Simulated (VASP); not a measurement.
# Rh in VASP: a series of runs, part 2 of 2

VASP 6.6.1. Earlier steps stand in the parts before.

## 5. Single point, r2SCAN (strain -0.015 along x and y, +0.000 along z)

Input file POSCAR:

```
Rh
1.0
    0.0000000000      1.8730267500      1.9015500000
    1.8730267500      0.0000000000      1.9015500000
    1.8730267500      1.8730267500      0.0000000000
Rh
1
Direct
    0.0000000000      0.0000000000      0.0000000000
```

Input file INCAR.step1:

```
PREC     = Accurate       # precision mode
ENCUT    = 520            # plane-wave cutoff, eV
ISMEAR   = 0              # smearing method
SIGMA    = 0.15           # smearing width, eV
LREAL    = False          # projectors in reciprocal space
LASPH    = True           # aspherical terms in the spheres
NELM     = 60             # most SCF steps
NBANDS   = 14             # bands
GGA      = PE             # functional
ALGO     = Normal         # electronic algorithm
EDIFF    = 1E-4           # SCF threshold, eV
LWAVE    = True           # write WAVECAR
LCHARG   = False          # write CHGCAR
```

Input file INCAR.step2:

```
PREC     = Accurate       # precision mode
ENCUT    = 520            # plane-wave cutoff, eV
EDIFF    = 1E-6           # SCF threshold, eV
ISMEAR   = 0              # smearing method
SIGMA    = 0.15           # smearing width, eV
LREAL    = False          # projectors in reciprocal space
LASPH    = True           # aspherical terms in the spheres
NELM     = 60             # most SCF steps
ALGO     = Normal         # electronic algorithm
ISIF     = 2              # what is computed and relaxed
LWAVE    = False          # write WAVECAR
LCHARG   = False          # write CHGCAR
METAGGA  = R2SCAN         # meta-GGA
LMIXTAU  = True         
NBANDS   = 14             # bands
ISTART   = 1
```

Input file KPOINTS:

```
regular mesh
0
Gamma
  22 22 22
```

Potentials or basis: VASP PAW PBE potentials, release 64 (Rh_pv).

The run is started by

```sh
$ cat potpaw_PBE.64/Rh_pv/POTCAR > POTCAR
$ cp INCAR.step1 INCAR
$ mpirun -np 1 vasp_std > vasp.out
$ cp INCAR.step2 INCAR
$ mpirun -np 1 vasp_std > vasp.out
```

OUTCAR:

```text
PREC = Accurate
   ENCUT = 520
   EDIFF = 1E-6
   ISMEAR = 0
   LREAL = False
   LASPH = True
   NELM = 60
   ISIF = 2
   METAGGA = R2SCAN
   ISTART = 1

 ion  position               nearest neighbor table
   1  0.000  0.000  0.000-

  LATTYP: Found a body centered tetragonal cell.
 ALAT       =     2.6488598325
 C/A-ratio  =     1.4357498095

  Lattice vectors:

 A1 = (  -1.8730267500,   0.0000000000,   1.9015500000)
 A2 = (   1.8730267500,   0.0000000000,   1.9015500000)
 A3 = (   0.0000000000,   1.8730267500,  -1.9015500000)

Analysis of symmetry for initial positions (statically):
=====================================================================
 Subroutine PRICEL returns:
 Original cell was already a primitive cell.

 Routine SETGRP: Setting up the symmetry group for a
 body centered tetragonal supercell.

 Subroutine GETGRP returns: Found 16 space group operations
 (whereof 16 operations were pure point group operations)
 out of a pool of 16 trial point group operations.

The static configuration has the point symmetry D_4h.

Analysis of symmetry for dynamics (positions and initial velocities):
=====================================================================
 Subroutine PRICEL returns:
 Original cell was already a primitive cell.

 Routine SETGRP: Setting up the symmetry group for a
 body centered tetragonal supercell.

 Subroutine GETGRP returns: Found 16 space group operations
 (whereof 16 operations were pure point group operations)
 out of a pool of 16 trial point group operations.

The dynamic configuration has the point symmetry D_4h.

 Subroutine INISYM returns: Found 16 space group operations
 (whereof 16 operations are pure point group operations),
 and found     1 'primitive' translations

----------------------------------------------------------------------------------------

                                     Primitive cell

  volume of cell :      13.3421

[... 112 lines left out ...]
   LHFCALC =     F    Hartree Fock is set to
   AEXX    =    0.0000 exact exchange contribution
   IVDW    =     0    specifies the selected vdW correction
   LEPSILON=     F    determine dielectric tensor
   LRPA    =     F    only Hartree local field effects (RPA)
 non-spin polarized calculation
 Gauss-broadening in eV      SIGMA  =   0.15
  energy-cutoff  :      520.00
  volume of cell :       13.34
 maximum number of plane-waves:       373
   NGX =  9   NGY =  9   NGZ =  9

 number of electron      15.0000004 magnetization

 Free energy of the ion-electron system (eV)
  ---------------------------------------------------
  ext. energy  EPLUGINS =         0.00000000
  ---------------------------------------------------
  free energy    TOTEN  =       -24.12967684 eV

  energy without entropy =      -24.11587665  energy(sigma->0) =      -24.12277675

 E-fermi :  12.2881     XC(G=0): -15.4315

 val. band max:       12.2881039491   @ k =   0.5000   0.3636   0.1364
 cond. band min:      12.2884793836   @ k =   0.5000  -0.0000   0.4091
 fundamental gap:      0.0003754345
 Fermi energy:        12.2881081357

 k-point     1 :       0.0000    0.0000    0.0000
  band No.  band energies     occupation
      1     -35.5534      2.00000
      2     -35.5439      2.00000
      3     -35.5439      2.00000
      4       3.8842      2.00000
      5       8.8525      2.00000
      6       9.0303      2.00000
      7       9.0303      2.00000
      8      11.0676      2.00000
      9      11.2816      2.00000
     10      28.9880      0.00000
     11      29.6448      0.00000
     12      34.5803      0.00000
     13      35.0845      0.00000
     14      35.0845      0.00000
[... 377 lines left out ...]
      1     -36.4066      2.00000
      2     -35.6924      2.00000
      3     -35.6541      2.00000
      4       5.7694      2.00000
      5       8.7206      2.00000
      6       9.0007      2.00000
      7      12.0827      1.94725
      8      12.7764      0.00000
      9      13.9700      0.00000
     10      21.8815      0.00000
     11      28.6937      0.00000
     12      29.6450      0.00000
     13      34.4275      0.00000
     14      35.1592      0.00000

 [... further k-points ...]

------------------------ aborting loop because EDIFF is reached ----------------------------------------

  FORCE on cell =-STRESS in cart. coord.  units (eV):
  Direction    XX          YY          ZZ          XY          YZ          ZX
  --------------------------------------------------------------------------------------
  -------------------------------------------------------------------------------------
  Total        0.9372829      0.9372829      0.5971804      0.0000000      0.0000000      0.0000000
  in kB      112.5526131    112.5526131     71.7117668      0.0000000      0.0000000      0.0000000
  external PRESSURE =      98.9389977 kB  Pullay stress =       0.0000000 kB

 VOLUME and BASIS-vectors are now :
 -----------------------------------------------------------------------------
  energy-cutoff  :      520.00
  volume of cell :       13.34
      direct lattice vectors                 reciprocal lattice vectors
     0.000000000  1.873026750  1.901550000    -0.266947602  0.266947602  0.262943388
     1.873026750  0.000000000  1.901550000     0.266947602 -0.266947602  0.262943388
     1.873026750  1.873026750  0.000000000     0.266947602  0.266947602 -0.262943388

 POSITION                                       TOTAL-FORCE (eV/Angst)
 -----------------------------------------------------------------------------------
      0.00000      0.00000      0.00000        -0.000000      0.000000      0.000000
 -----------------------------------------------------------------------------------
    total drift:                                0.000000      0.000000      0.000000

  FREE ENERGIE OF THE ION-ELECTRON SYSTEM (eV)
  ---------------------------------------------------
  free  energy   TOTEN  =       -24.1296768426 eV

  energy  without entropy=      -24.1158766496  energy(sigma->0) =      -24.12277675
```

OUTCAR.step1:

```text
PREC = Accurate
   ENCUT = 520
   ISMEAR = 0
   LREAL = False
   LASPH = True
   NELM = 60
[... 623 lines left out ...]

 POSITION                                       TOTAL-FORCE (eV/Angst)
 -----------------------------------------------------------------------------------
      0.00000      0.00000      0.00000        -0.000000      0.000000      0.000000
 -----------------------------------------------------------------------------------
    total drift:                                0.000000     -0.000000     -0.000000

  FREE ENERGIE OF THE ION-ELECTRON SYSTEM (eV)
  ---------------------------------------------------
  free  energy   TOTEN  =        -7.2321897254 eV

  energy  without entropy=       -7.2178275053  energy(sigma->0) =       -7.22500862
```

Run time: 3.1 min. Hardware: 1 thread of Intel Xeon 6975P-C (Granite Rapids), shared host; peak memory 0.25 GiB.

What came out:

```
Free energy : -24.1297 eV
Pressure    : 9.9 GPa
```

Levels at points of the mesh, in eV from the Fermi level:
| k point | band 4 | band 5 | band 6 | band 7 | band 8 | band 9 | band 10 | band 11 |
| --- | --- | --- | --- | --- | --- | --- | --- | --- |
| (0.00, 0.00, 0.00) | -8.40 | -3.44 | -3.26 | -3.26 | -1.22 | -1.01 | 16.70 | 17.36 |
| (0.50, 0.00, 0.00) | -6.60 | -3.53 | -3.35 | 0.58 | 0.67 | 0.88 | 9.42 | 16.26 |
| (0.50, 0.50, 0.00) | -6.84 | -6.45 | 0.56 | 1.10 | 1.10 | 3.31 | 12.99 | 14.39 |
| (0.50, 0.00, 0.50) | -6.85 | -6.46 | 0.55 | 1.04 | 1.19 | 3.65 | 13.43 | 14.01 |

Caveat: the cell differs from its parent crystal (strain -0.015 along x and y, +0.000 along z); the PAW data sets were made with another functional, which shifts forces and pressure a little.

## 6. Single point, r2SCAN (strain -0.015 along x and y, +0.015 along z)

Input file POSCAR:

```
Rh
1.0
    0.0000000000      1.8730267500      1.9300732500
    1.8730267500      0.0000000000      1.9300732500
    1.8730267500      1.8730267500      0.0000000000
Rh
1
Direct
    0.0000000000      0.0000000000      0.0000000000
```

Input file INCAR.step1:

```
SYSTEM = Rh
  PREC = Accurate
  ENCUT = 520
  ISMEAR = 0
  SIGMA = 0.15
  LREAL = .False.
  LASPH = .True.
  NELM = 80
  NBANDS = 14
  GGA = PE
  ALGO = Normal
  EDIFF = 1E-4
  LWAVE = .True.
  LCHARG = .False.
```

Input file INCAR.step2:

```
SYSTEM = Rh
  PREC = Accurate
  ENCUT = 520
  EDIFF = 1E-6
  ISMEAR = 0
  SIGMA = 0.15
  LREAL = .False.
  LASPH = .True.
  NELM = 80
  ALGO = Normal
  ISIF = 2
  LWAVE = .False.
  LCHARG = .False.
  METAGGA = R2SCAN
  LMIXTAU = .True.
  NBANDS = 14
  ISTART = 1
```

Input file KPOINTS:

```
Automatic mesh
0
Gamma
  22 22 22
  0 0 0
```

Potentials or basis: VASP PAW PBE potentials, release 64 (Rh_pv).

The run is started by

```sh
$ cat potpaw_PBE.64/Rh_pv/POTCAR > POTCAR
$ cp INCAR.step1 INCAR
$ mpirun -np 1 vasp_std > vasp.out
$ cp INCAR.step2 INCAR
$ mpirun -np 1 vasp_std > vasp.out
```

OUTCAR:

```text
SYSTEM = Rh
   PREC = Accurate
   ENCUT = 520
   EDIFF = 1E-6
   ISMEAR = 0
   LREAL = .False.
   LASPH = .True.
   NELM = 80
   ISIF = 2
   METAGGA = R2SCAN
   ISTART = 1

 ion  position               nearest neighbor table
   1  0.000  0.000  0.000-

  LATTYP: Found a body centered tetragonal cell.
 ALAT       =     2.6488598325
 C/A-ratio  =     1.4572860567

  Lattice vectors:

 A1 = (  -1.8730267500,   0.0000000000,   1.9300732500)
 A2 = (   1.8730267500,   0.0000000000,   1.9300732500)
 A3 = (   0.0000000000,   1.8730267500,  -1.9300732500)

Analysis of symmetry for initial positions (statically):
=====================================================================
 Subroutine PRICEL returns:
 Original cell was already a primitive cell.

 Routine SETGRP: Setting up the symmetry group for a
 body centered tetragonal supercell.

 Subroutine GETGRP returns: Found 16 space group operations
 (whereof 16 operations were pure point group operations)
 out of a pool of 16 trial point group operations.

The static configuration has the point symmetry D_4h.

Analysis of symmetry for dynamics (positions and initial velocities):
[... 170 lines left out ...]
      5       8.5382      2.00000
      6       8.8883      2.00000
      7       8.8883      2.00000
      8      10.7044      2.00000
      9      11.1239      2.00000
     10      28.7349      0.00000
     11      29.3849      0.00000
     12      33.9211      0.00000
     13      34.8896      0.00000
     14      34.8896      0.00000
[... 377 lines left out ...]
      1     -36.6171      2.00000
      2     -35.9490      2.00000
      3     -35.8890      2.00000
      4       5.6199      2.00000
      5       8.4445      2.00000
      6       8.8835      2.00000
      7      11.8339      1.89762
      8      12.4470      0.00003
      9      13.7007      0.00000
     10      21.4359      0.00000
     11      28.3894      0.00000
     12      29.3850      0.00000
     13      33.9004      0.00000
     14      34.8743      0.00000

 [... further k-points ...]

------------------------ aborting loop because EDIFF is reached ----------------------------------------

  FORCE on cell =-STRESS in cart. coord.  units (eV):
  Direction    XX          YY          ZZ          XY          YZ          ZX
  --------------------------------------------------------------------------------------
  -------------------------------------------------------------------------------------
  Total        0.6648270      0.6648270      0.0013129      0.0000000     -0.0000000      0.0000000
  in kB       78.6552038     78.6552038      0.1553267      0.0000000     -0.0000000      0.0000000
  external PRESSURE =      52.4885781 kB  Pullay stress =       0.0000000 kB

 VOLUME and BASIS-vectors are now :
 -----------------------------------------------------------------------------
  energy-cutoff  :      520.00
  volume of cell :       13.54
      direct lattice vectors                 reciprocal lattice vectors
     0.000000000  1.873026750  1.930073250    -0.266947602  0.266947602  0.259057525
     1.873026750  0.000000000  1.930073250     0.266947602 -0.266947602  0.259057525
     1.873026750  1.873026750  0.000000000     0.266947602  0.266947602 -0.259057525

 POSITION                                       TOTAL-FORCE (eV/Angst)
 -----------------------------------------------------------------------------------
      0.00000      0.00000      0.00000         0.000000      0.000000      0.000000
 -----------------------------------------------------------------------------------
    total drift:                                0.000000     -0.000000      0.000000

  FREE ENERGIE OF THE ION-ELECTRON SYSTEM (eV)
  ---------------------------------------------------
  free  energy   TOTEN  =       -24.1342271749 eV

  energy  without entropy=      -24.1201734647  energy(sigma->0) =      -24.12720032
```

Run time: 3 min. Hardware: 1 thread of Intel Xeon 6975P-C (Granite Rapids), shared host; peak memory 0.25 GiB.

What came out:

```yaml
Free_energy: -24.1342 eV
Pressure: 5.2 GPa
```

Levels at points of the mesh, in eV from the Fermi level:
| k point | band 4 | band 5 | band 6 | band 7 | band 8 | band 9 | band 10 | band 11 |
| --- | --- | --- | --- | --- | --- | --- | --- | --- |
| (0.00, 0.00, 0.00) | -8.29 | -3.47 | -3.12 | -3.12 | -1.30 | -0.88 | 16.73 | 17.38 |
| (0.50, 0.00, 0.00) | -6.46 | -3.53 | -3.18 | 0.53 | 0.69 | 0.90 | 9.26 | 16.25 |
| (0.50, 0.50, 0.00) | -6.68 | -6.29 | 0.56 | 1.06 | 1.06 | 3.07 | 12.51 | 14.49 |
| (0.50, 0.00, 0.50) | -6.70 | -6.31 | 0.52 | 0.93 | 1.24 | 3.74 | 13.37 | 13.75 |

Caveat: the cell differs from its parent crystal (strain -0.015 along x and y, +0.015 along z); the PAW data sets were made with another functional, which shifts forces and pressure a little.

## 7. The runs side by side

```csv
cell,gap on the mesh (eV),pressure (GPa)
"a = 2.730 Å, angles 60.0°, 1 atom",none,-10.8
"a = 2.770 Å, angles 60.0°, 1 atom",none,-19.5
"a = 2.649, b = 2.649, c = 2.689 Å, angles 59.5, 59.5, 61.0°, 1 atom",none,10.2
"a = 2.669, b = 2.669, c = 2.649 Å, angles 60.3, 60.3, 59.5°, 1 atom",none,9.9
"a = 2.690, b = 2.690, c = 2.649 Å, angles 60.5, 60.5, 59.0°, 1 atom",none,5.2
```

Alike in all rows: task single point; level r2SCAN; potentials or basis VASP PAW PBE potentials, release 64 (Rh_pv); no spin polarisation; k mesh 22 × 22 × 22; cutoff (eV) 520; smearing gaussian 0.15 eV.

Caveats: the PAW data sets were made with another functional, which shifts forces and pressure a little.

Total energies depend on the potentials used, so only differences within one code and one set of settings carry meaning.
